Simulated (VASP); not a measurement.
# SnSe (Pnma) in VASP: a series of runs

Aim: see how the results for SnSe move with the level of theory and the settings. Levels: PBE, r2SCAN. Tasks: single point.

All numbers are computed with VASP 6.6.1; they aren't measurements. Logs are shortened: lines on timing, memory, paths and dates and some standing lists are left out, and cuts for length are marked.

**1. The cell of the first run**

Symmetry: Pnma, No. 62, orthorhombic system. The conventional cell has a = 11.974 Å, b = 4.212 Å, c = 4.565 Å, α = 90.00°, β = 90.00°, γ = 90.00°. Within 3.8 Å of Sn (site symmetry m) lie 6 Se at 2.75 to 3.71 Å and 2 Sn at 3.79 Å. Se (site symmetry m) has 7 Sn at 2.75 to 4.33 Å and 10 Se at 3.93 to 4.57 Å within 4.6 Å.

**2. Single point, PBE (epitaxial xy strain +2.0%)**

INCAR

```
SYSTEM = SnSe
PREC = Accurate
ENCUT = 520
EDIFF = 1E-7
ISMEAR = -1
SIGMA = 0.02
LREAL = .False.
LASPH = .True.
NELM = 60
ALGO = Normal
ISIF = 2
LWAVE = .False.
LCHARG = .False.
GGA = PE
NBANDS = 50
```

KPOINTS

```
Automatic mesh
0
Gamma
  2 6 6
  0 0 0
```

POSCAR

```
SnSe
1.0
   11.9740430865      0.0000000000      0.0000000000
    0.0000000000      4.2120633032      0.0000000000
    0.0000000000      0.0000000000      4.5651211995
Sn Se
4 4
Direct
    0.6246163811      0.7500000000      0.3885333344
    0.8753836189      0.2500000000      0.8885333344
    0.3753836189      0.2500000000      0.6114666656
    0.1246163811      0.7500000000      0.1114666656
    0.1494772674      0.2500000000      0.5086791827
    0.6494772674      0.2500000000      0.9913208173
    0.3505227326      0.7500000000      0.0086791827
    0.8505227326      0.7500000000      0.4913208173
```

Potentials or basis: VASP PAW PBE potentials, release 64 (Sn_d, Se).

Launch:

```
> cat potpaw_PBE.64/Sn_d/POTCAR potpaw_PBE.64/Se/POTCAR > POTCAR
> mpirun -np 1 vasp_std > vasp.out
```

OUTCAR:

```text
SYSTEM = SnSe
   PREC = Accurate
   ENCUT = 520
   EDIFF = 1E-7
   ISMEAR = -1
   LREAL = .False.
   LASPH = .True.
   NELM = 60
   ISIF = 2
   GGA = PE

 ion  position               nearest neighbor table
   1  0.625  0.750  0.389-   8 2.75   6 2.80   6 2.80
   2  0.875  0.250  0.889-   6 2.75   8 2.80   8 2.80
   3  0.375  0.250  0.611-   5 2.75   7 2.80   7 2.80
   4  0.125  0.750  0.111-   7 2.75   5 2.80   5 2.80
   5  0.149  0.250  0.509-   3 2.75   4 2.80   4 2.80
   6  0.649  0.250  0.991-   2 2.75   1 2.80   1 2.80
   7  0.351  0.750  0.009-   4 2.75   3 2.80   3 2.80
   8  0.851  0.750  0.491-   1 2.75   2 2.80   2 2.80

  LATTYP: Found a simple orthorhombic cell.
 ALAT       =     4.2120633032
 B/A-ratio  =     1.0838206529
 C/A-ratio  =     2.8427975138

  Lattice vectors:

 A1 = (   0.0000000000,   4.2120633032,   0.0000000000)
 A2 = (   0.0000000000,   0.0000000000,   4.5651211995)
 A3 = (  11.9740430865,   0.0000000000,   0.0000000000)

Analysis of symmetry for initial positions (statically):
=====================================================================
 Subroutine PRICEL returns:
 Original cell was already a primitive cell.

 Routine SETGRP: Setting up the symmetry group for a
 simple orthorhombic supercell.

 Subroutine GETGRP returns: Found  8 space group operations
 (whereof  2 operations were pure point group operations)
 out of a pool of  8 trial point group operations.

The static configuration has the point symmetry S_2 .
 The point group associated with its full space group is D_2h.

Analysis of symmetry for dynamics (positions and initial velocities):
=====================================================================
 Subroutine PRICEL returns:
 Original cell was already a primitive cell.

 Routine SETGRP: Setting up the symmetry group for a
 simple orthorhombic supercell.

 Subroutine GETGRP returns: Found  8 space group operations
 (whereof  2 operations were pure point group operations)
 out of a pool of  8 trial point group operations.

The dynamic configuration has the point symmetry S_2 .
 The point group associated with its full space group is D_2h.

 Subroutine INISYM returns: Found  8 space group operations
 (whereof  2 operations are pure point group operations),
 and found     1 'primitive' translations

----------------------------------------------------------------------------------------

                                     Primitive cell

  volume of cell :     230.2438

  direct lattice vectors                    reciprocal lattice vectors
    11.974043087  0.000000000  0.000000000     0.083513980  0.000000000  0.000000000
     0.000000000  4.212063303  0.000000000     0.000000000  0.237413336  0.000000000
     0.000000000  0.000000000  4.565121200     0.000000000  0.000000000  0.219052235

  length of vectors
    11.974043087  4.212063303  4.565121200     0.083513980  0.237413336  0.219052235

  position of ions in fractional coordinates (direct lattice)
     0.624616381  0.750000000  0.388533334
     0.875383619  0.250000000  0.888533334
     0.375383619  0.250000000  0.611466666
     0.124616381  0.750000000  0.111466666
     0.149477267  0.250000000  0.508679183
     0.649477267  0.250000000  0.991320817
     0.350522733  0.750000000  0.008679183
     0.850522733  0.750000000  0.491320817

  ion indices of the primitive-cell ions
   primitive index   ion index
                 1           1
                 2           2
                 3           3
                 4           4
                 5           5
                 6           6
                 7           7
                 8           8

----------------------------------------------------------------------------------------

 KPOINTS: Automatic mesh

Automatic generation of k-mesh.
 Grid dimensions read from file:
 generate k-points for:    2    6    6

 Generating k-lattice:

  Cartesian coordinates                     Fractional coordinates (reciprocal lattice)
     0.041756990  0.000000000  0.000000000     0.500000000  0.000000000  0.000000000
     0.000000000  0.039568889  0.000000000     0.000000000  0.166666667  0.000000000
     0.000000000  0.000000000  0.036508706     0.000000000  0.000000000  0.166666667

  Length of vectors
     0.041756990  0.039568889  0.036508706

  Shift w.r.t. Gamma in fractional coordinates (k-lattice)
     0.000000000  0.000000000  0.000000000

 Subroutine IBZKPT returns following result:
 ===========================================

 Found     32 irreducible k-points:

 Following reciprocal coordinates:
            Coordinates               Weight
  0.000000  0.000000  0.000000      1.000000
  0.500000  0.000000  0.000000      1.000000
  0.000000  0.166667  0.000000      2.000000
  0.500000  0.166667  0.000000      2.000000
  0.000000  0.333333  0.000000      2.000000
  0.500000  0.333333  0.000000      2.000000
[... 16 lines left out ...]
  0.000000  0.500000  0.333333      2.000000
  0.500000  0.500000  0.333333      2.000000
 [... further k-points ...]
   k-points           NKPTS =     32   k-points in BZ     NKDIM =     32   number of bands    NBANDS=     50
   number of dos      NEDOS =    301   number of ions     NIONS =      8
   total plane-waves  NPLWV = 103680
   dimension x,y,z NGX =    90 NGY =   32 NGZ =   36
   dimension x,y,z NGXF=   180 NGYF=   64 NGZF=   72
   ions per type =               4   4
   NGX,Y,Z   is equivalent  to a cutoff of  12.50, 12.63, 13.11 a.u.
   NGXF,Y,Z  is equivalent  to a cutoff of  24.99, 25.26, 26.22 a.u.
 SYSTEM =  SnSe
   PREC   = accura    normal or accurate (medium, high low for compatibility)
   ISTART =      0    job   : 0-new  1-cont  2-samecut
   ICHARG =      2    charge: 1-file 2-atom 10-const
   ISPIN  =      1    spin polarized calculation?
   LNONCOLLINEAR =      F non collinear calculations
   LSORBIT =      F    spin-orbit coupling
   LASPH  =      T    aspherical Exc in radial PAW
   ENCUT  =  520.0 eV  38.22 Ry    6.18 a.u.  22.26  7.83  8.49*2*pi/ulx,y,z
   NELM   =     60;   NELMIN=  2; NELMDL= -5     # of ELM steps
   EDIFF  = 0.1E-06   stopping-criterion for ELM
   LREAL  =      F    real-space projection
   EDIFFG = 0.1E-05   stopping-criterion for IOM
   NSW    =      0    number of steps for IOM
   IBRION =     -1    ionic relax: 0-MD 1-quasi-New 2-CG
   NFREE  =      0    steps in history (QN), initial steepest desc. (CG)
   ISIF   =      2    stress and relaxation
   ISYM   =      2    0-nonsym 1-usesym 2-fastsym
   POTIM  = 0.5000    time-step for ionic-motion
   TEBEG  =    0.0;   TEEND  =   0.0 temperature during run
   PSTRESS=    0.0 pullay stress
   NELECT =      80.0000    total number of electrons
   NUPDOWN=      -1.0000    fix difference up-down
   EMIN   =  10.00;   EMAX   =-10.00  energy-range for DOS
   EFERMI =   0.00;   METHOD = LEGACY
   ISMEAR =    -1;   SIGMA  =   0.02  broadening in eV -4-tet -1-fermi 0-gaus
   EFERMI_NEDOS =   21; number of points for ismear=-14 and -15
   IALGO  =     38    algorithm
   IMIX   =      4    mixing-type and parameters
     AMIX     =   0.40;   BMIX     =  1.00
     AMIX_MAG =   1.60;   BMIX_MAG =  1.00
  volume/ion in A,a.u.               =      28.78       194.22
  Fermi-wavevector in a.u.,A,eV,Ry     =   1.150912  2.174908 18.022259  1.324599
  Thomas-Fermi vector in A             =   2.287573
   LORBIT       =      0    0 simple, 1 ext, 2 COOP (PROOUT), +10 PAW based schemes
   GGA     = PE    functional components
[... 5 lines left out ...]
 non-spin polarized calculation
  energy-cutoff  :      520.00
  volume of cell :      230.24
 maximum number of plane-waves:      6236
 NGX is ok and might be reduce to    90
   NGX = 45   NGY = 15   NGZ = 17

 number of electron      79.9999989 magnetization

 Free energy of the ion-electron system (eV)
  ---------------------------------------------------
  ext. energy  EPLUGINS =         0.00000000
  ---------------------------------------------------
  free energy    TOTEN  =       -32.83054078 eV

  energy without entropy =      -32.83054078  energy(sigma->0) =      -32.83054078

 E-fermi :   4.9694     XC(G=0):  -9.3145

 val. band max:        4.5578246334   @ k =   0.0000   0.0000   0.3333
 cond. band min:       5.4182095111   @ k =   0.0000   0.3333   0.0000
 fundamental gap:      0.8603848777
 Fermi energy:         4.9694165257

 k-point     1 :       0.0000    0.0000    0.0000
  band No.  band energies     occupation
      1     -16.6167      2.00000
      2     -16.6108      2.00000
      3     -16.6051      2.00000
      4     -16.6041      2.00000
      5     -16.6026      2.00000
      6     -16.6025      2.00000
[... 42 lines left out ...]
     49       9.4061      0.00000
     50       9.4602      0.00000

 k-point     2 :       0.5000    0.0000    0.0000
  band No.  band energies     occupation
      1     -16.6139      2.00000
      2     -16.6139      2.00000
      3     -16.6042      2.00000
      4     -16.6042      2.00000
      5     -16.6033      2.00000
      6     -16.6033      2.00000
[... 42 lines left out ...]
     49       9.4239      0.00000
     50       9.4239      0.00000

 k-point     3 :       0.0000    0.1667    0.0000
  band No.  band energies     occupation
      1     -16.6132      2.00000
      2     -16.6101      2.00000
      3     -16.6075      2.00000
      4     -16.6057      2.00000
      5     -16.6016      2.00000
      6     -16.6003      2.00000
[... 42 lines left out ...]
     49       8.7170      0.00000
     50       9.6488      0.00000

 k-point     4 :       0.5000    0.1667    0.0000
  band No.  band energies     occupation
      1     -16.6117      2.00000
      2     -16.6117      2.00000
      3     -16.6066      2.00000
      4     -16.6066      2.00000
      5     -16.6009      2.00000
      6     -16.6009      2.00000
[... 999 lines left out ...]
 k-point    23 :       0.0000    0.5000    0.3333
  band No.  band energies     occupation
      1     -16.6212      2.00000
      2     -16.6212      2.00000
      3     -16.6185      2.00000
      4     -16.6185      2.00000
      5     -16.5931      2.00000
      6     -16.5931      2.00000
[... 42 lines left out ...]
     49       9.3451      0.00000
     50       9.3451      0.00000

 k-point    24 :       0.5000    0.5000    0.3333
  band No.  band energies     occupation
      1     -16.6199      2.00000
      2     -16.6199      2.00000
      3     -16.6199      2.00000
      4     -16.6199      2.00000
      5     -16.5920      2.00000
      6     -16.5920      2.00000
[... 42 lines left out ...]
     49      10.1103      0.00000
     50      10.1103      0.00000

 [... further k-points ...]

------------------------ aborting loop because EDIFF is reached ----------------------------------------

  FORCE on cell =-STRESS in cart. coord.  units (eV):
  Direction    XX          YY          ZZ          XY          YZ          ZX
  --------------------------------------------------------------------------------------
  -------------------------------------------------------------------------------------
  Total        1.0746415      0.8477326      1.2583025      0.0000000      0.0000000      0.0000000
  in kB        7.4780121      5.8990412      8.7560377      0.0000000      0.0000000      0.0000000
  external PRESSURE =       7.3776970 kB  Pullay stress =       0.0000000 kB

 VOLUME and BASIS-vectors are now :
 -----------------------------------------------------------------------------
  energy-cutoff  :      520.00
  volume of cell :      230.24
      direct lattice vectors                 reciprocal lattice vectors
    11.974043087  0.000000000  0.000000000     0.083513980  0.000000000  0.000000000
     0.000000000  4.212063303  0.000000000     0.000000000  0.237413336  0.000000000
     0.000000000  0.000000000  4.565121200     0.000000000  0.000000000  0.219052235

 POSITION                                       TOTAL-FORCE (eV/Angst)
 -----------------------------------------------------------------------------------
      7.47918      3.15905      1.77370        -0.182519     -0.000000      0.152639
     10.48188      1.05302      4.05626         0.182519     -0.000000      0.152639
      4.49486      1.05302      2.79142         0.182519      0.000000     -0.152639
      1.49216      3.15905      0.50886        -0.182519      0.000000     -0.152639
      1.78985      1.05302      2.32218        -0.150769      0.000000      0.160267
      7.77687      1.05302      4.52550        -0.150769      0.000000     -0.160267
      4.19717      3.15905      0.03962         0.150769     -0.000000      0.160267
     10.18420      3.15905      2.24294         0.150769      0.000000     -0.160267
 -----------------------------------------------------------------------------------
    total drift:                                0.000000     -0.000000      0.000000

  FREE ENERGIE OF THE ION-ELECTRON SYSTEM (eV)
  ---------------------------------------------------
  free  energy   TOTEN  =       -32.8305407847 eV

  energy  without entropy=      -32.8305407847  energy(sigma->0) =      -32.83054078
```

It took 4.7 min on 1 thread of Intel Xeon Platinum 8488C (Sapphire Rapids), shared host; peak memory 0.47 GiB.

What came out:

```
Free energy            : -32.8305 eV
Pressure               : 0.7 GPa
Largest force          : 0.238 eV/Å
Band gap on the k mesh : 0.86 eV (least direct gap 1.07 eV)
```

Forces in eV/Å, atoms in the order of the input:
```
Sn  -0.183  0.000  0.153
Sn   0.183  0.000  0.153
Sn   0.183  0.000 -0.153
Sn  -0.183  0.000 -0.153
Se  -0.151  0.000  0.160
Se  -0.151  0.000 -0.160
Se   0.151  0.000  0.160
Se   0.151  0.000 -0.160
```

Caveat: the cell differs from its parent crystal (epitaxial xy strain +2.0%); spin-orbit coupling is left out, which moves the levels of the heavy elements. A k mesh can miss the band edges.

**3. Single point, PBE (epitaxial xy strain -3.0%)**

INCAR

```
ALGO     = Normal         # electronic algorithm
EDIFF    = 1E-6           # SCF threshold, eV
ENCUT    = 520            # plane-wave cutoff, eV
GGA      = PE             # functional
ISIF     = 2              # what is computed and relaxed
ISMEAR   = -1             # smearing method
LASPH    = True           # aspherical terms in the spheres
LCHARG   = False          # write CHGCAR
LREAL    = False          # projectors in reciprocal space
LWAVE    = False          # write WAVECAR
NBANDS   = 50             # bands
NELM     = 60             # most SCF steps
PREC     = Accurate       # precision mode
SIGMA    = 0.02           # smearing width, eV
```

KPOINTS

```
k-points
0
Gamma
  2 6 6
```

POSCAR

```
SnSe
1.0
   11.3870801901      0.0000000000      0.0000000000
    0.0000000000      4.0055896119      0.0000000000
    0.0000000000      0.0000000000      4.8987547927
Sn Se
4 4
Direct
    0.6156245911      0.7500000000      0.3622829678
    0.8843754089      0.2500000000      0.8622829678
    0.3843754089      0.2500000000      0.6377170322
    0.1156245911      0.7500000000      0.1377170322
    0.1471301869      0.2500000000      0.5119361090
    0.6471301869      0.2500000000      0.9880638910
    0.3528698131      0.7500000000      0.0119361090
    0.8528698131      0.7500000000      0.4880638910
```

Potentials or basis: VASP PAW PBE potentials, release 64 (Sn_d, Se).

Launch:

```
> cat potpaw_PBE.64/Sn_d/POTCAR potpaw_PBE.64/Se/POTCAR > POTCAR
> mpirun -np 1 vasp_std > vasp.out
```

OUTCAR:

```text
EDIFF = 1E-6
   ENCUT = 520
   GGA = PE
   ISIF = 2
   ISMEAR = -1
   LASPH = True
   LREAL = False
   NELM = 60
   PREC = Accurate

 ion  position               nearest neighbor table
   1  0.616  0.750  0.362-   6 2.74   6 2.74   8 2.77   3 3.57   3 3.57
   2  0.884  0.250  0.862-   8 2.74   8 2.74   6 2.77   4 3.57   4 3.57
   3  0.384  0.250  0.638-   7 2.74   7 2.74   5 2.77   1 3.57   1 3.57
   4  0.116  0.750  0.138-   5 2.74   5 2.74   7 2.77   2 3.57   2 3.57
   5  0.147  0.250  0.512-   4 2.74   4 2.74   3 2.77
   6  0.647  0.250  0.988-   1 2.74   1 2.74   2 2.77
   7  0.353  0.750  0.012-   3 2.74   3 2.74   4 2.77
[... 1488 lines left out ...]
  Total        3.1094635      3.9547402      1.6174912      0.0000000     -0.0000000      0.0000000
  in kB       22.2962338     28.3572435     11.5981298      0.0000000     -0.0000000      0.0000000
  external PRESSURE =      20.7505357 kB  Pullay stress =       0.0000000 kB

 VOLUME and BASIS-vectors are now :
 -----------------------------------------------------------------------------
  energy-cutoff  :      520.00
  volume of cell :      223.44
      direct lattice vectors                 reciprocal lattice vectors
    11.387080190  0.000000000  0.000000000     0.087818825  0.000000000  0.000000000
     0.000000000  4.005589612  0.000000000     0.000000000  0.249651137  0.000000000
     0.000000000  0.000000000  4.898754793     0.000000000  0.000000000  0.204133508

 POSITION                                       TOTAL-FORCE (eV/Angst)
 -----------------------------------------------------------------------------------
      7.01017      3.00419      1.77474        -0.175852      0.000000      0.180140
     10.07045      1.00140      4.22411         0.175852      0.000000      0.180140
      4.37691      1.00140      3.12402         0.175852     -0.000000     -0.180140
      1.31663      3.00419      0.67464        -0.175852     -0.000000     -0.180140
      1.67538      1.00140      2.50785        -0.102559      0.000000      0.188898
      7.36892      1.00140      4.84028        -0.102559      0.000000     -0.188898
      4.01816      3.00419      0.05847         0.102559     -0.000000      0.188898
      9.71170      3.00419      2.39091         0.102559      0.000000     -0.188898
 -----------------------------------------------------------------------------------
    total drift:                                0.000000     -0.000000      0.000000

  FREE ENERGIE OF THE ION-ELECTRON SYSTEM (eV)
  ---------------------------------------------------
  free  energy   TOTEN  =       -32.7300424215 eV

  energy  without entropy=      -32.7300424200  energy(sigma->0) =      -32.73004242
```

It took 2.5 min on 1 thread of Intel Xeon 6975P-C (Granite Rapids), shared host; peak memory 0.45 GiB.

What came out:

```
Free energy            : -32.7300 eV
Pressure               : 2.1 GPa
Largest force          : 0.252 eV/Å
Band gap on the k mesh : 0.69 eV (least direct gap 1.14 eV)
```

Forces in eV/Å, atoms in the order of the input:
```
Sn  -0.176  0.000  0.180
Sn   0.176  0.000  0.180
Sn   0.176  0.000 -0.180
Sn  -0.176  0.000 -0.180
Se  -0.103  0.000  0.189
Se  -0.103  0.000 -0.189
Se   0.103  0.000  0.189
Se   0.103  0.000 -0.189
```

Levels at points of the mesh, in eV from the valence-band top:
```
           k point  band 38  band 39  band 40  band 41  band 42  band 43
(0.00, 0.00, 0.00)    -0.95    -0.53    -0.10     1.25     2.55     2.66
(0.50, 0.00, 0.00)    -1.41    -0.44    -0.44     2.41     2.41     2.66
(0.00, 0.50, 0.00)    -1.34    -0.92    -0.92     1.07     1.07     1.21
(0.50, 0.50, 0.00)    -1.42    -1.42    -1.42     1.42     1.42     1.42
(0.00, 0.00, 0.50)    -0.93    -0.07    -0.07     1.47     1.47     2.03
(0.50, 0.00, 0.50)    -0.63    -0.10    -0.10     1.54     1.54     2.11
(0.00, 0.50, 0.50)    -1.99    -1.04    -1.04     2.71     2.71     2.80
(0.50, 0.50, 0.50)    -1.18    -1.18    -1.18     2.52     2.52     2.52
```

Caveat: the cell differs from its parent crystal (epitaxial xy strain -3.0%); spin-orbit coupling is left out, which moves the levels of the heavy elements. A k mesh can miss the band edges.

(Part 1 of 3 ends here.)
